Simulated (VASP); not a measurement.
The system is CdSe (Cadmoselite).

```xyz
4
Lattice="4.2122 0.0000 0.0000 -2.1061 3.6479 0.0000 0.0000 0.0000 6.8767" Properties=species:S:1:pos:R:3 pbc="T T T"
Cd    2.1061    1.2160    3.4383
Cd    0.0000    2.4319    0.0000
Se    2.1061    1.2160    6.0859
Se    0.0000    2.4319    2.6475
```

Base run:

- Program: VASP 6.6.1
- Functional: BLYP
- Potentials or basis: VASP PAW PBE potentials, release 64 (Cd, Se)
- Cutoff: 520 eV
- k mesh: 7 × 7 × 4
- Occupations: fermi-dirac, width 0.05 eV
- Spin: no spin polarisation

Its results: band gap on the k mesh 0.81 eV, direct; pressure 11.0 GPa; largest force 0.389 eV/Å.

Question: The run is repeated on the same cell with these changes: functional from BLYP to revPBE; dispersion from none to D3(BJ). What comes out?

Answer: Band gap on the k mesh 0.96 eV, direct; pressure 4.5 GPa; largest force 0.371 eV/Å.

Several settings changed at once, so the effect can't be laid on one alone.

Caveats: the PAW data sets were made with another functional, which shifts forces and pressure a little.

